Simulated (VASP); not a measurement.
# V5N6 in VASP: relaxation of the atoms with PBEsol

Aim: the relaxation of the atoms of V5N6 with PBEsol.

Program: VASP 6.6.1. These are calculated values, not measurements. Logs are shortened: lines on timing, memory, paths and dates and some standing lists are left out, and cuts for length are marked.

## 1. The cell of the first run

The cell holds a slab with vacuum, 11 atoms: a = 2.880 Å, b = 2.880 Å, c = 26.757 Å, α = 90.00°, β = 90.00°, γ = 120.00°.

## 2. Relaxation of the atoms, PBEsol

Input file INCAR:

```
SYSTEM = V5N6
PREC     = Accurate       ! precision mode
ENCUT    = 520            ! plane-wave cutoff, eV
EDIFF    = 1E-7           ! SCF threshold, eV
ISMEAR   = 0              ! smearing method
SIGMA    = 0.1            ! smearing width, eV
LREAL    = .FALSE.        ! projectors in reciprocal space
LASPH    = .TRUE.         ! aspherical terms in the spheres
NELM     = 120            ! most SCF steps
ALGO     = Normal         ! electronic algorithm
ISIF     = 2              ! what is computed and relaxed
LWAVE    = .FALSE.        ! write WAVECAR
LCHARG   = .FALSE.        ! write CHGCAR
LDIPOL   = .TRUE.       
IDIPOL   = 3            
DIPOL    = 0.5 0.5 0.500
GGA      = PS             ! functional
IBRION   = 2              ! ionic algorithm
NSW      = 80             ! ionic steps
EDIFFG   = -0.02          ! ionic threshold
GGA_COMPAT= .FALSE.      
NELMIN   = 4            
NELMDL   = -8           
KPAR     = 4
```

Input file KPOINTS:

```
Automatic mesh
0
G
  12 12 1
  0 0 0
```

Input file POSCAR:

```
V5N6
1.0
    2.8799338846      0.0000000000      0.0000000000
   -1.4399669423      2.4940959053      0.0000000000
    0.0000000000      0.0000000000     26.7572808505
N V
6 5
Direct
    0.3333333333      0.6666666667      0.2802975400
    0.0000000000      0.0000000000      0.3681785240
    0.6666666667      0.3333333333      0.4560595080
    0.3333333333      0.6666666667      0.5439404920
    0.0000000000      0.0000000000      0.6318214760
    0.6666666667      0.3333333333      0.7197024600
    0.6666666667      0.3333333333      0.3242380320
    0.3333333333      0.6666666667      0.4121190160
    0.0000000000      0.0000000000      0.5000000000
    0.6666666667      0.3333333333      0.5878809840
    0.3333333333      0.6666666667      0.6757619680
```

Potentials or basis: VASP PAW PBE potentials, release 64 (N, V_sv).

Command:

```console
$ cat potpaw_PBE.64/N/POTCAR potpaw_PBE.64/V_sv/POTCAR > POTCAR
$ mpirun -np 4 vasp_std > vasp.out
```

OUTCAR:

```text
SYSTEM = V5N6
   PREC = Accurate
   ENCUT = 520
   EDIFF = 1E-7
   ISMEAR = 0
   LREAL = .FALSE.
   LASPH = .TRUE.
   NELM = 120
   ISIF = 2
   GGA = PS
   IBRION = 2
   NSW = 80
   EDIFFG = -0.02
   NELMIN = 4
   NELMDL = -8

 ion  position               nearest neighbor table
   1  0.333  0.667  0.280-   7 2.04   7 2.04   7 2.04
   2  0.000  0.000  0.368-   8 2.04   7 2.04   8 2.04   7 2.04   8 2.04   7 2.04
   3  0.667  0.333  0.456-   9 2.04   8 2.04   8 2.04   9 2.04   9 2.04   8 2.04
   4  0.333  0.667  0.544-   9 2.04  10 2.04  10 2.04   9 2.04   9 2.04  10 2.04
   5  0.000  0.000  0.632-  10 2.04  11 2.04  10 2.04  11 2.04  10 2.04  11 2.04
   6  0.667  0.333  0.720-  11 2.04  11 2.04  11 2.04
   7  0.667  0.333  0.324-   1 2.04   2 2.04   1 2.04   2 2.04   2 2.04   1 2.04   8 2.88   8 2.88
                             8 2.88
   8  0.333  0.667  0.412-   2 2.04   3 2.04   3 2.04   2 2.04   2 2.04   3 2.04   9 2.88   7 2.88
                             7 2.88   9 2.88   9 2.88   7 2.88
   9  0.000  0.000  0.500-   3 2.04   4 2.04   3 2.04   4 2.04   3 2.04   4 2.04   8 2.88  10 2.88
                            10 2.88   8 2.88   8 2.88  10 2.88
  10  0.667  0.333  0.588-   5 2.04   4 2.04   4 2.04   5 2.04   5 2.04   4 2.04  11 2.88   9 2.88
                            11 2.88   9 2.88   9 2.88  11 2.88
  11  0.333  0.667  0.676-   6 2.04   5 2.04   6 2.04   5 2.04   5 2.04   6 2.04  10 2.88  10 2.88
                            10 2.88

  LATTYP: Found a hexagonal cell.
 ALAT       =     2.8799338846
 C/A-ratio  =     9.2909358071

  Lattice vectors:

 A1 = (   2.8799338846,   0.0000000000,   0.0000000000)
 A2 = (  -1.4399669423,   2.4940959053,   0.0000000000)
 A3 = (   0.0000000000,   0.0000000000,  26.7572808505)

Analysis of symmetry for initial positions (statically):
=====================================================================
 Subroutine PRICEL returns:
 Original cell was already a primitive cell.

 Routine SETGRP: Setting up the symmetry group for a
 hexagonal supercell.

 Subroutine GETGRP returns: Found 12 space group operations
 (whereof 12 operations were pure point group operations)
 out of a pool of 24 trial point group operations.

The static configuration has the point symmetry D_3d.

Analysis of symmetry for dynamics (positions and initial velocities):
=====================================================================
 Subroutine PRICEL returns:
 Original cell was already a primitive cell.

 Routine SETGRP: Setting up the symmetry group for a
 hexagonal supercell.

 Subroutine GETGRP returns: Found 12 space group operations
 (whereof 12 operations were pure point group operations)
 out of a pool of 24 trial point group operations.

The dynamic configuration has the point symmetry D_3d.

 Subroutine INISYM returns: Found 12 space group operations
 (whereof 12 operations are pure point group operations),
 and found     1 'primitive' translations

----------------------------------------------------------------------------------------

                                     Primitive cell

  volume of cell :     192.1930

  direct lattice vectors                    reciprocal lattice vectors
     2.879933885  0.000000000  0.000000000     0.347230193  0.200473446  0.000000000
    -1.439966942  2.494095905  0.000000000     0.000000000  0.400946891  0.000000000
     0.000000000  0.000000000 26.757280850     0.000000000  0.000000000  0.037373005

  length of vectors
     2.879933885  2.879933885 26.757280850     0.400946891  0.400946891  0.037373005

  position of ions in fractional coordinates (direct lattice)
     0.333333333  0.666666667  0.280297540
     0.000000000  0.000000000  0.368178524
     0.666666667  0.333333333  0.456059508
     0.333333333  0.666666667  0.543940492
     0.000000000  0.000000000  0.631821476
     0.666666667  0.333333333  0.719702460
     0.666666667  0.333333333  0.324238032
     0.333333333  0.666666667  0.412119016
     0.000000000  0.000000000  0.500000000
     0.666666667  0.333333333  0.587880984
     0.333333333  0.666666667  0.675761968

  ion indices of the primitive-cell ions
   primitive index   ion index
[... 66 lines left out ...]
   NGXF,Y,Z  is equivalent  to a cutoff of  27.71, 27.71, 24.85 a.u.
 SYSTEM =  V5N6
   PREC   = accura    normal or accurate (medium, high low for compatibility)
   ISTART =      0    job   : 0-new  1-cont  2-samecut
   ICHARG =      2    charge: 1-file 2-atom 10-const
   ISPIN  =      1    spin polarized calculation?
   LNONCOLLINEAR =      F non collinear calculations
   LSORBIT =      F    spin-orbit coupling
   LASPH  =      T    aspherical Exc in radial PAW
   ENCUT  =  520.0 eV  38.22 Ry    6.18 a.u.   5.35  5.35 49.75*2*pi/ulx,y,z
   NELM   =    120;   NELMIN=  4; NELMDL= -8     # of ELM steps
   EDIFF  = 0.1E-06   stopping-criterion for ELM
   LREAL  =      F    real-space projection
   EDIFFG = -.2E-01   stopping-criterion for IOM
   NSW    =     80    number of steps for IOM
   IBRION =      2    ionic relax: 0-MD 1-quasi-New 2-CG
   NFREE  =      1    steps in history (QN), initial steepest desc. (CG)
   ISIF   =      2    stress and relaxation
   ISYM   =      2    0-nonsym 1-usesym 2-fastsym
   POTIM  = 0.5000    time-step for ionic-motion
   TEBEG  =    0.0;   TEEND  =   0.0 temperature during run
   PSTRESS=    0.0 pullay stress
   NELECT =      95.0000    total number of electrons
   NUPDOWN=      -1.0000    fix difference up-down
   EMIN   =  10.00;   EMAX   =-10.00  energy-range for DOS
   EFERMI =   0.00;   METHOD = LEGACY
   ISMEAR =     0;   SIGMA  =   0.10  broadening in eV -4-tet -1-fermi 0-gaus
   EFERMI_NEDOS =   21; number of points for ismear=-14 and -15
   IALGO  =     38    algorithm
   IMIX   =      4    mixing-type and parameters
     AMIX     =   0.40;   BMIX     =  1.00
     AMIX_MAG =   1.60;   BMIX_MAG =  1.00
  volume/ion in A,a.u.               =      17.47       117.91
  Fermi-wavevector in a.u.,A,eV,Ry     =   1.294405  2.446071 22.796345  1.675484
  Thomas-Fermi vector in A             =   2.425990
   LORBIT       =      0    0 simple, 1 ext, 2 COOP (PROOUT), +10 PAW based schemes
   GGA     = PS    functional components
   LHFCALC =     F    Hartree Fock is set to
   AEXX    =    0.0000 exact exchange contribution
   IVDW    =     0    specifies the selected vdW correction
   LEPSILON=     F    determine dielectric tensor
   LRPA    =     F    only Hartree local field effects (RPA)
 conjugate gradient relaxation of ions
 non-spin polarized calculation
 Gauss-broadening in eV      SIGMA  =   0.10
  energy-cutoff  :      520.00
  volume of cell :      192.19
 maximum number of plane-waves:      5235
 NGX is ok and might be reduce to    24
   NGX = 11   NGY = 11   NGZ = 99

--------------------------------------- Ionic step        1  -------------------------------------------

 number of electron      95.0000015 magnetization

 Free energy of the ion-electron system (eV)
  ---------------------------------------------------
  ext. energy  EPLUGINS =         0.00000000
  ---------------------------------------------------
  free energy    TOTEN  =      -108.65885072 eV

  energy without entropy =     -108.62299495  energy(sigma->0) =     -108.64092283

------------------------ aborting loop because EDIFF is reached ----------------------------------------

  FORCE on cell =-STRESS in cart. coord.  units (eV):
  Direction    XX          YY          ZZ          XY          YZ          ZX
  --------------------------------------------------------------------------------------
  -------------------------------------------------------------------------------------
  Total       -4.5517540     -4.5517540     -7.1469931     -0.0000000      0.0000000      0.0000000
  in kB      -37.9447518    -37.9447518    -59.5794240     -0.0000000      0.0000000      0.0000000
  external PRESSURE =     -45.1563092 kB  Pullay stress =       0.0000000 kB
[... 116 lines left out ...]
  FREE ENERGIE OF THE ION-ELECTRON SYSTEM (eV)
  ---------------------------------------------------
  free  energy   TOTEN  =      -110.1569930422 eV

  energy  without entropy=     -110.1068838199  energy(sigma->0) =     -110.13193843

[... ionic steps 4 to 13 ...]

--------------------------------------- Ionic step       14  -------------------------------------------

 number of electron      95.0000014 magnetization

 dipolmoment           0.000000      0.000000      0.000000 electrons x Angstroem

------------------------ aborting loop because EDIFF is reached ----------------------------------------

  FORCE on cell =-STRESS in cart. coord.  units (eV):
  Direction    XX          YY          ZZ          XY          YZ          ZX
  --------------------------------------------------------------------------------------
  -------------------------------------------------------------------------------------
  Total        0.5354053      0.5354053     -0.2679930      0.0000000      0.0000000      0.0000000
  in kB        4.4632952      4.4632952     -2.2340676      0.0000000      0.0000000      0.0000000
  external PRESSURE =       2.2308409 kB  Pullay stress =       0.0000000 kB
[... 77 lines left out ...]
--------------------------------------- Ionic step       16  -------------------------------------------

 number of electron      95.0000014 magnetization

 dipolmoment           0.000000      0.000000     -0.000000 electrons x Angstroem

 Free energy of the ion-electron system (eV)
  ---------------------------------------------------
  ext. energy  EPLUGINS =         0.00000000
  ---------------------------------------------------
  free energy    TOTEN  =      -110.17040718 eV

  energy without entropy =     -110.12253122  energy(sigma->0) =     -110.14646920

 E-fermi :   2.3962     XC(G=0):  -7.1886

 val. band max:        2.3954350339   @ k =   0.0833   0.0833   0.0000
 cond. band min:       2.3984736658   @ k =   0.3333   0.2500   0.0000
 fundamental gap:      0.0030386319
 Fermi energy:         2.3961741364

 k-point     1 :       0.0000    0.0000    0.0000
  band No.  band energies     occupation
      1     -62.8240      2.00000
      2     -62.8230      2.00000
      3     -62.8099      2.00000
      4     -62.7077      2.00000
      5     -62.6971      2.00000
      6     -37.0390      2.00000
[... 1129 lines left out ...]
     56       3.7788      0.00000
     57       3.7788      0.00000

------------------------ aborting loop because EDIFF is reached ----------------------------------------

 vacuum level on the upper side and lower side of the slab       (xc-potential included)        -0.007        -0.007

  FORCE on cell =-STRESS in cart. coord.  units (eV):
  Direction    XX          YY          ZZ          XY          YZ          ZX
  --------------------------------------------------------------------------------------
  -------------------------------------------------------------------------------------
  Total        0.6126601      0.6126601     -0.1987043     -0.0000000      0.0000000      0.0000000
  in kB        5.1073135      5.1073135     -1.6564568     -0.0000000      0.0000000      0.0000000
  external PRESSURE =       2.8527234 kB  Pullay stress =       0.0000000 kB
[... 26 lines left out ...]
  FREE ENERGIE OF THE ION-ELECTRON SYSTEM (eV)
  ---------------------------------------------------
  free  energy   TOTEN  =      -110.1704071790 eV

  energy  without entropy=     -110.1225312250  energy(sigma->0) =     -110.14646920

 reached required accuracy - stopping structural energy minimisation

 vacuum level on the upper side and lower side of the slab         8.386         8.386
```

Wall time 26 min (4 MPI ranks of AMD EPYC 7R13 (Zen 3), shared host); peak memory 0.43 GiB.

What came out:

| Quantity | Value |
| --- | --- |
| Free energy | -110.1704 eV |
| Energy gained by relaxing | 137.4 meV/atom |
| Ionic steps | 16 |
| Largest force after relaxing | 0.010 eV/Å |
| Band gap on the k mesh | zero (an odd number of electrons rules out a gap without spin polarisation) |

Forces in eV/Å, atoms in the order of the input:
```
N    0.000  0.000  0.010
N    0.000  0.000 -0.005
N    0.000  0.000 -0.005
N    0.000  0.000  0.005
N    0.000  0.000  0.005
N    0.000  0.000 -0.010
V    0.000  0.000  0.002
V    0.000  0.000 -0.001
V    0.000  0.000  0.000
V    0.000  0.000  0.001
V    0.000  0.000 -0.002
```

The path:
| step | energy change (eV) | largest force (eV/Å) | pressure (GPa) |
| --- | --- | --- | --- |
| 1 | 0.0000 | 4.2681 | -4.52 |
| 2 | -1.4438 | 1.1151 | 0.57 |
| 3 | -1.4981 | 0.2785 | -0.62 |
| 4 | -1.4976 | 0.2898 | -0.49 |
| 5 | -1.5055 | 0.2075 | -0.37 |
| 6 | -1.5056 | 0.2084 | -0.36 |
| 7 | -1.5072 | 0.1239 | -0.52 |
| 8 | -1.5074 | 0.0828 | -0.48 |
| 9 | -1.5082 | 0.0683 | -0.40 |
| 10 | -1.5093 | 0.0932 | -0.15 |
| 11 | -1.5100 | 0.0661 | -0.05 |
| 12 | -1.5108 | 0.0553 | 0.17 |
| 13 | -1.5113 | 0.0407 | 0.20 |
| 14 | -1.5114 | 0.0473 | 0.22 |
| 15 | -1.5114 | 0.0339 | 0.21 |
| 16 | -1.5116 | 0.0096 | 0.29 |

Final structure:
```xyz
11
Lattice="2.8799 0.0000 0.0000 -1.4400 2.4941 0.0000 0.0000 0.0000 26.7573" Properties=species:S:1:pos:R:3 pbc="T T T"
N     0.0000    1.6627    7.6971
N     0.0000    0.0000    9.8801
N     1.4400    0.8314   12.2165
N     0.0000    1.6627   14.5408
N     2.8799    0.0000   16.8772
N     1.4400    0.8314   19.0602
V     1.4400    0.8314    8.5359
V     0.0000    1.6627   11.0428
V     2.8799    0.0000   13.3786
V     1.4400    0.8314   15.7145
V     0.0000    1.6627   18.2214
```

Caveat: the PAW data sets were made with another functional, which shifts forces and pressure a little; an odd number of electrons without spin polarisation forces a metal; a magnetic or distorted state may lie lower; the run has no spin polarisation, though such a crystal can be magnetic. With open d or f shells a metallic result of PBEsol can be an artefact of self-interaction; +U or a hybrid may open a gap.
